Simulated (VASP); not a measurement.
# TaN in VASP: a series of runs

TaN is run at these levels: PBE; tasks: single point.

All numbers are computed with VASP 6.6.1; they aren't measurements. Logs are shortened: lines on timing, memory, paths and dates and some standing lists are left out, and cuts for length are marked.

## Step 1: The cell of the first run

The cell holds a slab with vacuum, 8 atoms: a = 3.123 Å, b = 3.123 Å, c = 22.626 Å, α = 90.00°, β = 90.00°, γ = 90.00°.

## Step 2: Single point, PBE

File INCAR:

```
SYSTEM = TaN
PREC = Accurate
ENCUT = 520
EDIFF = 1E-7
ISMEAR = -1
SIGMA = 0.08
LREAL = .False.
LASPH = .True.
NELM = 80
ALGO = Normal
ISIF = 2
LWAVE = .False.
LCHARG = .False.
LDIPOL = .True.
IDIPOL = 3
DIPOL = 0.5 0.5 0.500
GGA = PE
NBANDS = 42
```

File KPOINTS:

```
Automatic mesh
0
Gamma
  13 13 1
  0 0 0
```

File POSCAR:

```
TaN
1.0
    3.1233934549      0.0000000000      0.0000000000
    0.0000000000      3.1233934549      0.0000000000
    0.0000000000      0.0000000000     22.6257000000
Ta N
4 4
Direct
    0.0000000000      0.0000000000      0.3596835793
    0.5000000000      0.5000000000      0.4455265310
    0.0000000000      0.0000000000      0.5544734688
    0.5000000000      0.5000000000      0.6403164202
    0.5000000000      0.5000000000      0.3432136011
    0.0000000000      0.0000000000      0.4542031036
    0.5000000000      0.5000000000      0.5457968962
    0.0000000000      0.0000000000      0.6567863988
```

Potentials or basis: VASP PAW PBE potentials, release 64 (Ta_pv, N).

Launch:

```console
> cat potpaw_PBE.64/Ta_pv/POTCAR potpaw_PBE.64/N/POTCAR > POTCAR
> mpirun -np 1 vasp_std > vasp.out
```

OUTCAR:

```text
SYSTEM = TaN
   PREC = Accurate
   ENCUT = 520
   EDIFF = 1E-7
   ISMEAR = -1
   LREAL = .False.
   LASPH = .True.
   NELM = 80
   ISIF = 2
   GGA = PE

 ion  position               nearest neighbor table
   1  0.000  0.000  0.360-   6 2.14   5 2.24   5 2.24   5 2.24   5 2.24   2 2.94   2 2.94   2 2.94
                             2 2.94
   2  0.500  0.500  0.446-   6 2.22   6 2.22   6 2.22   6 2.22   7 2.27   5 2.31   1 2.94   1 2.94
                             1 2.94   1 2.94   3 3.31   3 3.31   3 3.31   3 3.31
   3  0.000  0.000  0.554-   7 2.22   7 2.22   7 2.22   7 2.22   6 2.27   8 2.31   4 2.94   4 2.94
                             4 2.94   4 2.94   2 3.31   2 3.31   2 3.31   2 3.31
   4  0.500  0.500  0.640-   7 2.14   8 2.24   8 2.24   8 2.24   8 2.24   3 2.94   3 2.94   3 2.94
                             3 2.94
   5  0.500  0.500  0.343-   1 2.24   1 2.24   1 2.24   1 2.24   2 2.31
   6  0.000  0.000  0.454-   1 2.14   2 2.22   2 2.22   2 2.22   2 2.22   3 2.27
   7  0.500  0.500  0.546-   4 2.14   3 2.22   3 2.22   3 2.22   3 2.22   2 2.27
   8  0.000  0.000  0.657-   4 2.24   4 2.24   4 2.24   4 2.24   3 2.31

  LATTYP: Found a simple tetragonal cell.
 ALAT       =     3.1233934549
 C/A-ratio  =     7.2439480734

  Lattice vectors:

 A1 = (   3.1233934549,   0.0000000000,   0.0000000000)
 A2 = (   0.0000000000,   3.1233934549,   0.0000000000)
 A3 = (   0.0000000000,   0.0000000000,  22.6257000000)

Analysis of symmetry for initial positions (statically):
=====================================================================
 Subroutine PRICEL returns:
 Original cell was already a primitive cell.

 Routine SETGRP: Setting up the symmetry group for a
 simple tetragonal supercell.

 Subroutine GETGRP returns: Found 16 space group operations
 (whereof  8 operations were pure point group operations)
 out of a pool of 16 trial point group operations.

The static configuration has the point symmetry C_4v.
 The point group associated with its full space group is D_4h.

Analysis of symmetry for dynamics (positions and initial velocities):
=====================================================================
 Subroutine PRICEL returns:
 Original cell was already a primitive cell.

 Routine SETGRP: Setting up the symmetry group for a
 simple tetragonal supercell.

 Subroutine GETGRP returns: Found 16 space group operations
 (whereof  8 operations were pure point group operations)
 out of a pool of 16 trial point group operations.

The dynamic configuration has the point symmetry C_4v.
 The point group associated with its full space group is D_4h.

 Subroutine INISYM returns: Found 16 space group operations
 (whereof  8 operations are pure point group operations),
 and found     1 'primitive' translations

----------------------------------------------------------------------------------------

                                     Primitive cell

  volume of cell :     220.7270

  direct lattice vectors                    reciprocal lattice vectors
     3.123393455  0.000000000  0.000000000     0.320164595  0.000000000  0.000000000
     0.000000000  3.123393455  0.000000000     0.000000000  0.320164595  0.000000000
     0.000000000  0.000000000 22.625700000     0.000000000  0.000000000  0.044197528

  length of vectors
     3.123393455  3.123393455 22.625700000     0.320164595  0.320164595  0.044197528

  position of ions in fractional coordinates (direct lattice)
     0.000000000  0.000000000  0.359683579
     0.500000000  0.500000000  0.445526531
     0.000000000  0.000000000  0.554473469
     0.500000000  0.500000000  0.640316420
     0.500000000  0.500000000  0.343213601
     0.000000000  0.000000000  0.454203104
     0.500000000  0.500000000  0.545796896
     0.000000000  0.000000000  0.656786399

  ion indices of the primitive-cell ions
   primitive index   ion index
                 1           1
                 2           2
                 3           3
                 4           4
                 5           5
                 6           6
                 7           7
                 8           8

----------------------------------------------------------------------------------------

 KPOINTS: Automatic mesh

Automatic generation of k-mesh.
 Grid dimensions read from file:
 generate k-points for:   13   13    1

 Generating k-lattice:

  Cartesian coordinates                     Fractional coordinates (reciprocal lattice)
     0.024628046  0.000000000  0.000000000     0.076923077  0.000000000  0.000000000
     0.000000000  0.024628046  0.000000000     0.000000000  0.076923077  0.000000000
     0.000000000  0.000000000  0.044197528     0.000000000  0.000000000  1.000000000

  Length of vectors
     0.024628046  0.024628046  0.044197528

  Shift w.r.t. Gamma in fractional coordinates (k-lattice)
     0.000000000  0.000000000  0.000000000

 Subroutine IBZKPT returns following result:
 ===========================================

 Found     28 irreducible k-points:

 Following reciprocal coordinates:
            Coordinates               Weight
  0.000000  0.000000  0.000000      1.000000
  0.076923  0.000000  0.000000      4.000000
  0.153846  0.000000  0.000000      4.000000
  0.230769  0.000000  0.000000      4.000000
  0.307692  0.000000  0.000000      4.000000
  0.384615  0.000000  0.000000      4.000000
[... 16 lines left out ...]
  0.307692  0.307692  0.000000      4.000000
  0.384615  0.307692  0.000000      8.000000
 [... further k-points ...]
   k-points           NKPTS =     28   k-points in BZ     NKDIM =     28   number of bands    NBANDS=     42
   number of dos      NEDOS =    301   number of ions     NIONS =      8
   total plane-waves  NPLWV =  96768
   dimension x,y,z NGX =    24 NGY =   24 NGZ =  168
   dimension x,y,z NGXF=    48 NGYF=   48 NGZF=  336
   ions per type =               4   4
   NGX,Y,Z   is equivalent  to a cutoff of  12.77, 12.77, 12.34 a.u.
   NGXF,Y,Z  is equivalent  to a cutoff of  25.55, 25.55, 24.69 a.u.
 SYSTEM =  TaN
   PREC   = accura    normal or accurate (medium, high low for compatibility)
   ISTART =      0    job   : 0-new  1-cont  2-samecut
   ICHARG =      2    charge: 1-file 2-atom 10-const
   ISPIN  =      1    spin polarized calculation?
   LNONCOLLINEAR =      F non collinear calculations
   LSORBIT =      F    spin-orbit coupling
   LASPH  =      T    aspherical Exc in radial PAW
   ENCUT  =  520.0 eV  38.22 Ry    6.18 a.u.   5.81  5.81 42.07*2*pi/ulx,y,z
   NELM   =     80;   NELMIN=  2; NELMDL= -5     # of ELM steps
   EDIFF  = 0.1E-06   stopping-criterion for ELM
   LREAL  =      F    real-space projection
   EDIFFG = 0.1E-05   stopping-criterion for IOM
   NSW    =      0    number of steps for IOM
   IBRION =     -1    ionic relax: 0-MD 1-quasi-New 2-CG
   NFREE  =      0    steps in history (QN), initial steepest desc. (CG)
   ISIF   =      2    stress and relaxation
   ISYM   =      2    0-nonsym 1-usesym 2-fastsym
   POTIM  = 0.5000    time-step for ionic-motion
   TEBEG  =    0.0;   TEEND  =   0.0 temperature during run
   PSTRESS=    0.0 pullay stress
   NELECT =      64.0000    total number of electrons
   NUPDOWN=      -1.0000    fix difference up-down
   EMIN   =  10.00;   EMAX   =-10.00  energy-range for DOS
   EFERMI =   0.00;   METHOD = LEGACY
   ISMEAR =    -1;   SIGMA  =   0.08  broadening in eV -4-tet -1-fermi 0-gaus
   EFERMI_NEDOS =   21; number of points for ismear=-14 and -15
   IALGO  =     38    algorithm
   IMIX   =      4    mixing-type and parameters
     AMIX     =   0.40;   BMIX     =  1.00
     AMIX_MAG =   1.60;   BMIX_MAG =  1.00
  volume/ion in A,a.u.               =      27.59       186.19
  Fermi-wavevector in a.u.,A,eV,Ry     =   1.083552  2.047616 15.974390  1.174085
  Thomas-Fermi vector in A             =   2.219621
   LORBIT       =      0    0 simple, 1 ext, 2 COOP (PROOUT), +10 PAW based schemes
   GGA     = PE    functional components
   LHFCALC =     F    Hartree Fock is set to
   AEXX    =    0.0000 exact exchange contribution
   IVDW    =     0    specifies the selected vdW correction
   LEPSILON=     F    determine dielectric tensor
   LRPA    =     F    only Hartree local field effects (RPA)
 non-spin polarized calculation
  energy-cutoff  :      520.00
  volume of cell :      220.73
 maximum number of plane-waves:      5990
 NGX is ok and might be reduce to    24
   NGX = 11   NGY = 11   NGZ = 85

 number of electron      64.0000000 magnetization

 dipolmoment           0.000000      0.000000      0.000000 electrons x Angstroem

 Free energy of the ion-electron system (eV)
  ---------------------------------------------------
  ext. energy  EPLUGINS =         0.00000000
  ---------------------------------------------------
  free energy    TOTEN  =       -86.30440301 eV

  energy without entropy =      -86.22523091  energy(sigma->0) =      -86.26481696

 E-fermi :   1.6237     XC(G=0):  -6.0649

 val. band max:        1.6123697309   @ k =   0.0769   0.0000   0.0000
 cond. band min:       1.6413769730   @ k =   0.0000   0.0000   0.0000
 fundamental gap:      0.0290072421
 Fermi energy:         1.6237047856

 k-point     1 :       0.0000    0.0000    0.0000
  band No.  band energies     occupation
      1     -34.4898      2.00000
      2     -34.4213      2.00000
      3     -34.1538      2.00000
      4     -34.1538      2.00000
      5     -34.1125      2.00000
      6     -34.1125      2.00000
[... 34 lines left out ...]
     41       2.9641      0.00000
     42       3.3254      0.00000

 k-point     2 :       0.0769    0.0000    0.0000
  band No.  band energies     occupation
      1     -34.4844      2.00000
      2     -34.4292      2.00000
      3     -34.1827      2.00000
      4     -34.1751      2.00000
      5     -34.1467      2.00000
      6     -34.1064      2.00000
[... 979 lines left out ...]
     41       4.3962      0.00000
     42       4.5140      0.00000

 k-point    24 :       0.3846    0.3077    0.0000
  band No.  band energies     occupation
      1     -34.5334      2.00000
      2     -34.5259      2.00000
      3     -34.4734      2.00000
      4     -34.4413      2.00000
      5     -34.2756      2.00000
      6     -34.2470      2.00000
[... 34 lines left out ...]
     41       4.7686      0.00000
     42       4.8629      0.00000

 [... further k-points ...]

------------------------ aborting loop because EDIFF is reached ----------------------------------------

 vacuum level on the upper side and lower side of the slab       (xc-potential included)        -0.121        -0.121

  FORCE on cell =-STRESS in cart. coord.  units (eV):
  Direction    XX          YY          ZZ          XY          YZ          ZX
  --------------------------------------------------------------------------------------
  -------------------------------------------------------------------------------------
  Total       -9.7405905     -9.7405905      0.2875241      0.0000000     -0.0000000      0.0000000
  in kB      -70.7034250    -70.7034250      2.0870334      0.0000000     -0.0000000      0.0000000
  external PRESSURE =     -46.4399389 kB  Pullay stress =       0.0000000 kB

 VOLUME and BASIS-vectors are now :
 -----------------------------------------------------------------------------
  energy-cutoff  :      520.00
  volume of cell :      220.73
      direct lattice vectors                 reciprocal lattice vectors
     3.123393455  0.000000000  0.000000000     0.320164595  0.000000000  0.000000000
     0.000000000  3.123393455  0.000000000     0.000000000  0.320164595  0.000000000
     0.000000000  0.000000000 22.625700000     0.000000000  0.000000000  0.044197528

 POSITION                                       TOTAL-FORCE (eV/Angst)
 -----------------------------------------------------------------------------------
      0.00000      0.00000      8.13809        -0.000000     -0.000000     -0.033268
      1.56170      1.56170     10.08035         0.000000     -0.000000     -0.009838
      0.00000      0.00000     12.54535        -0.000000      0.000000      0.009838
      1.56170      1.56170     14.48761        -0.000000     -0.000000      0.033268
      1.56170      1.56170      7.76545        -0.000000      0.000000     -0.019657
      0.00000      0.00000     10.27666        -0.000000      0.000000      0.006021
      1.56170      1.56170     12.34904        -0.000000     -0.000000     -0.006021
      0.00000      0.00000     14.86025        -0.000000     -0.000000      0.019657
 -----------------------------------------------------------------------------------
    total drift:                                0.000000     -0.000000      0.000028

  FREE ENERGIE OF THE ION-ELECTRON SYSTEM (eV)
  ---------------------------------------------------
  free  energy   TOTEN  =       -86.3044030086 eV

  energy  without entropy=      -86.2252309108  energy(sigma->0) =      -86.26481696

 vacuum level on the upper side and lower side of the slab         4.662         4.662
```

Run time: 6.8 min. Hardware: 1 thread of Intel Xeon Platinum 8375C at 2.90GHz (Ice Lake), shared host; peak memory 0.42 GiB.

Results:

```
Free energy            : -86.3044 eV
Largest force          : 0.033 eV/Å
Band gap on the k mesh : zero (bands 32 and 33 overlap by 2.36 eV)
```

Forces in eV/Å, atoms in the order of the input:
```
Ta   0.000  0.000 -0.033
Ta   0.000  0.000 -0.010
Ta   0.000  0.000  0.010
Ta   0.000  0.000  0.033
N    0.000  0.000 -0.020
N    0.000  0.000  0.006
N    0.000  0.000 -0.006
N    0.000  0.000  0.020
```

Caveat: spin-orbit coupling is left out, which moves the levels of the heavy elements.

## Step 3: Single point, PBE

File INCAR:

```
SYSTEM = TaN
PREC = Accurate
ENCUT = 520
EDIFF = 1E-6
ISMEAR = -1
SIGMA = 0.08
LREAL = .FALSE.
LASPH = .TRUE.
NELM = 60
ALGO = Normal
ISIF = 2
LWAVE = .FALSE.
LCHARG = .FALSE.
GGA = PE
NBANDS = 42
```

File KPOINTS:

```
regular mesh
0
G
  13 13 1
  0 0 0
```

POSCAR is that of step 2.

Potentials or basis: VASP PAW PBE potentials, release 64 (Ta_pv, N).

Launch:

```console
> cat potpaw_PBE.64/Ta_pv/POTCAR potpaw_PBE.64/N/POTCAR > POTCAR
> mpirun -np 1 vasp_std > vasp.out
```

Wall time 4.8 min (1 thread of Intel Xeon Platinum 8375C at 2.90GHz (Ice Lake), shared host); peak memory 0.4 GiB.

The run converged. Its results:

```
Free energy            : -86.3044 eV
Largest force          : 0.033 eV/Å
Band gap on the k mesh : zero (bands 32 and 33 overlap by 2.36 eV)
```

Forces in eV/Å, atoms in the order of the input:
```
Ta   0.000  0.000 -0.033
Ta   0.000  0.000 -0.010
Ta   0.000  0.000  0.010
Ta   0.000  0.000  0.033
N    0.000  0.000 -0.020
N    0.000  0.000  0.006
N    0.000  0.000 -0.006
N    0.000  0.000  0.020
```

Levels at points of the mesh, in eV from the Fermi level:
```csv
k point,band 28,band 29,band 30,band 31,band 32,band 33,band 34,band 35,band 36,band 37
"(0.00, 0.00, 0.00)",-3.19,-3.16,-3.16,-2.44,-1.81,-1.26,-1.26,0.02,0.05,0.05
```

Caveat: there is no dipole correction, which matters where the two faces differ; spin-orbit coupling is left out, which moves the levels of the heavy elements.

The gap in the log of VASP goes by the Fermi energy; the results here count the filled bands.